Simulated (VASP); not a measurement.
Write the native input for VASP 6.6.1 that does the following.

```yaml
Task: single point
Functional: r2SCAN
Potentials_or_basis: VASP PAW PBE potentials, release 64 (Sb)
Cutoff: 520 eV
k_mesh: 16 × 16 × 16
Occupations: gaussian, width 0.15 eV
Spin: no spin polarisation
Dipole_correction: no
Further_INCAR_settings: ALGO = Normal; EDIFF = 1e-06; NBANDS = 8
```

The system is Sb.

```
Sb
1.0
     3.03360    0.00000    0.00000
     0.00000    3.03360    0.00000
     0.00000    0.00000    3.16000
Sb
1
Direct
  0.00000 0.00000 0.00000
```

This cell differs from its parent crystal: strain -0.040 along x and y, +0.000 along z.

One way to write it, as run:

POSCAR

```
Sb
1.0
    3.0336000000      0.0000000000      0.0000000000
    0.0000000000      3.0336000000      0.0000000000
    0.0000000000      0.0000000000      3.1600000000
Sb
1
Direct
    0.0000000000      0.0000000000      0.0000000000
```

INCAR.step1

```
  PREC = Accurate
  ENCUT = 520
  ISMEAR = 0
  SIGMA = 0.15
  LREAL = False
  LASPH = True
  NELM = 80
  NBANDS = 8
  GGA = PE
  ALGO = Normal
  EDIFF = 1E-4
  LWAVE = True
  LCHARG = False
```

INCAR.step2

```
  PREC = Accurate
  ENCUT = 520
  EDIFF = 1E-6
  ISMEAR = 0
  SIGMA = 0.15
  LREAL = False
  LASPH = True
  NELM = 80
  ALGO = Normal
  ISIF = 2
  LWAVE = False
  LCHARG = False
  METAGGA = R2SCAN
  LMIXTAU = True
  NBANDS = 8
  ISTART = 1
```

KPOINTS

```
regular mesh
0
Gamma
  16 16 16
```

Potentials or basis: VASP PAW PBE potentials, release 64 (Sb).

Launch:

```console
$ cat potpaw_PBE.64/Sb/POTCAR > POTCAR
$ cp INCAR.step1 INCAR
$ mpirun -np 1 vasp_std > vasp.out
$ cp INCAR.step2 INCAR
$ mpirun -np 1 vasp_std > vasp.out
```

Results of the run:

```
Pressure : 0.9 GPa
```

Caveat: the cell differs from its parent crystal (strain -0.040 along x and y, +0.000 along z); the PAW data sets were made with another functional, which shifts forces and pressure a little.

Wall time 110 s on 1 thread of Intel(R) Xeon(R) Platinum 8259CL CPU @ 2.50GHz (Skylake/Cascade Lake), with other jobs on the host, peak memory 0.21 GiB.
